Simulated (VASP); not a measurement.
Here is a VASP 6.6.1 calculation.

Contents of INCAR:

```
SYSTEM = Zn
  PREC = Accurate
  ENCUT = 520
  EDIFF = 1E-8
  ISMEAR = -1
  SIGMA = 0.05
  LREAL = .False.
  LASPH = .True.
  NELM = 80
  ALGO = Normal
  ISIF = 2
  LWAVE = .False.
  LCHARG = .False.
  GGA = CA
  LEFG = .True.
  NBANDS = 19
```

Contents of KPOINTS:

```
Automatic mesh
0
Gamma
  12 12 7
  0 0 0
```

The input POSCAR:

```
Zn
1.0
    2.7850770257      0.0000000000      0.0000000000
   -1.3925385129      2.4119474558      0.0000000000
    0.0000000000      0.0000000000      4.5118247817
Zn
2
Direct
    0.2533333333      0.6266666667      0.1900000000
    0.7466666667      0.3733333333      0.8100000000
```

Potentials or basis: VASP PAW LDA potentials, release 64 (Zn).

Launch:

```sh
$ cat potpaw_LDA.64/Zn/POTCAR > POTCAR
$ mpirun -np 1 vasp_std > vasp.out
```

Task: Predict the largest force.

Result: 3.794 eV/Å.

Task: Estimate the band gap on the k mesh.

Result: Zero (bands 12 and 13 overlap by 3.18 eV).

Forces in eV/Å, atoms in the order of the input:
```
Zn   1.379  0.796  3.444
Zn  -1.379 -0.796 -3.444
```

Caveat: the cell differs from its parent crystal (shortest bond scaled by 0.76); without QUAD_EFG the Cq values of the log hold for a quadrupole moment of 1 mb, not for the nuclei; forces of over 1 eV/Å act on the atoms, so gaps and moduli don't describe the material at rest.
